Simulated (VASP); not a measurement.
Write the native input for VASP 6.6.1 that does the following.

```yaml
Task: single point
Functional: PBEsol
Potentials_or_basis: VASP PAW PBE potentials, release 64 (Al, Ni)
Cutoff: 520 eV
k_mesh: 14 × 14 × 14
Occupations: gaussian, width 0.15 eV
Spin: no spin polarisation
Dipole_correction: no
Further_INCAR_settings: ALGO = Fast; EDIFF = 1e-06; NBANDS = 24
```

The structure of AlNi3 lies in POSCAR:

```
AlNi3
1.0
    0.0000000000      2.9103441737      2.6864715449
    2.9103441737      0.0000000000      2.6864715449
    2.9103441737      2.9103441737      0.0000000000
Al Ni
1 3
Direct
    0.5000000000      0.5000000000      0.5000000000
    0.2500000000      0.2500000000      0.2500000000
    0.0000000000      0.0000000000      0.0000000000
    0.7500000000      0.7500000000      0.7500000000
```

This cell differs from its parent crystal: strain +0.040 along x and y, -0.040 along z.

The input as run:

INCAR

```
PREC = Accurate
ENCUT = 520
EDIFF = 1E-6
ISMEAR = 0
SIGMA = 0.15
LREAL = F
LASPH = T
NELM = 80
ALGO = Fast
ISIF = 2
LWAVE = F
LCHARG = F
GGA = PS
NBANDS = 24
```

KPOINTS

```
Automatic mesh
0
Gamma
  14 14 14
```

Potentials or basis: VASP PAW PBE potentials, release 64 (Al, Ni).

The run is started by

```sh
$ cat potpaw_PBE.64/Al/POTCAR potpaw_PBE.64/Ni/POTCAR > POTCAR
$ mpirun -np 1 vasp_std > vasp.out
```

Results of the run:

- Pressure: -6.6 GPa
- Band gap on the k mesh: zero (an odd number of electrons rules out a gap without spin polarisation)

Caveat: the cell differs from its parent crystal (strain +0.040 along x and y, -0.040 along z); the cell stands under tension; the PAW data sets were made with another functional, which shifts forces and pressure a little.

Run time: 2.3 min on 1 thread of Intel(R) Xeon(R) 6975P-C (Granite Rapids), on a shared host, peak memory 0.34 GiB.
